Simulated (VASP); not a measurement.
A run of VASP 6.6.1:

Contents of INCAR:

```
PREC = Accurate
ENCUT = 520
EDIFF = 1E-6
ISMEAR = 0
SIGMA = 0.05
LREAL = False
LASPH = True
NELM = 60
ALGO = Normal
ISIF = 2
LWAVE = False
LCHARG = False
NBANDS = 11
```

File KPOINTS:

```
Automatic mesh
0
Gamma
  10 10 10
```

Contents of POSCAR:

```
AlN
1.0
    0.0000000000      2.1839935596      2.1839935596
    2.1839935596      0.0000000000      2.1839935596
    2.1839935596      2.1839935596      0.0000000000
Al N
1 1
Direct
    0.0396532948      0.0396532948      0.0396532948
    0.7500000000      0.7500000000      0.7500000000
```

Potentials or basis: VASP PAW LDA potentials, release 64 (Al, N).

Command:

```sh
$ cat potpaw_LDA.64/Al/POTCAR potpaw_LDA.64/N/POTCAR > POTCAR
$ mpirun -np 1 vasp_std > vasp.out
```

Hardware: 1 thread of AMD EPYC 7R13, on a shared host.

Question: How long does it take, and how much memory?

Answer: Run time: 45 s on 1 thread of AMD EPYC 7R13 (shared host), peak memory 0.11 GiB. Counts: scf iterations 11, k points 116.
